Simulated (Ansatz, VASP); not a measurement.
**Na: VASP beside Ansatz**

The input POSCAR:

```
Na
1.0
   -2.1175000000      2.1175000000      2.1175000000
    2.1175000000     -2.1175000000      2.1175000000
    2.1175000000      2.1175000000     -2.1175000000
Na
1
Direct
    0.0000000000      0.0000000000      0.0000000000
```

File INCAR.step1:

```
  PREC = Accurate
  ENCUT = 520
  ISMEAR = 0
  SIGMA = 0.15
  LREAL = False
  LASPH = True
  NELM = 100
  NBANDS = 10
  GGA = PE
  ALGO = Normal
  EDIFF = 1E-4
  LWAVE = True
  LCHARG = False
```

File INCAR.step2:

```
  PREC = Accurate
  ENCUT = 520
  EDIFF = 1E-6
  ISMEAR = 0
  SIGMA = 0.15
  LREAL = False
  LASPH = True
  NELM = 100
  ALGO = Normal
  ISIF = 2
  LWAVE = False
  LCHARG = False
  METAGGA = R2SCAN
  LMIXTAU = True
  NBANDS = 10
  ISTART = 1
```

Contents of KPOINTS:

```
regular mesh
0
Gamma
  16 16 16
```

Input for Ansatz:

```yaml
crystal:
  lattice:
    - [-2.1175, 2.1175, 2.1175]
    - [2.1175, -2.1175, 2.1175]
    - [2.1175, 2.1175, -2.1175]
  atoms:
    - { symbol: Na, position: [0.0, 0.0, 0.0] }
basis:
  ecutwfc: 500
kpoints:
  mp_grid: { grid: [16, 16, 16] }
hamiltonian:
  xc: r2scan
scf:
  occupations: { method: gaussian, width: 0.15 }
output:
  forces: true
  stress: true
  eigenvalues: true
```

Alike in both runs: task single point; functional r2SCAN; k mesh 16 × 16 × 16; occupations gaussian, width 0.15 eV; no spin polarisation.

|  | VASP | Ansatz |
| --- | --- | --- |
| version | VASP 6.6.1 | Ansatz 0.2.0 |
| potentials or method | VASP PAW PBE potentials, release 64 (Na_pv), cutoff 520 eV | scalar-relativistic, plane waves, PAW |
| valence electrons in the cell | 7 | 9 |

```csv
,VASP,Ansatz,Ansatz less VASP
gap on the k mesh at the Fermi level (eV),none,none,-
pressure (GPa),0.0,-0.1,-0.09
```

VASP's potentials were made for PBE, not for r2SCAN. A gap of «none» marks a metal or a gap that the smearing closes. VASP's potentials hold 7 valence electrons a cell and Ansatz's 9, so a difference there can come from the potentials and not from the codes.
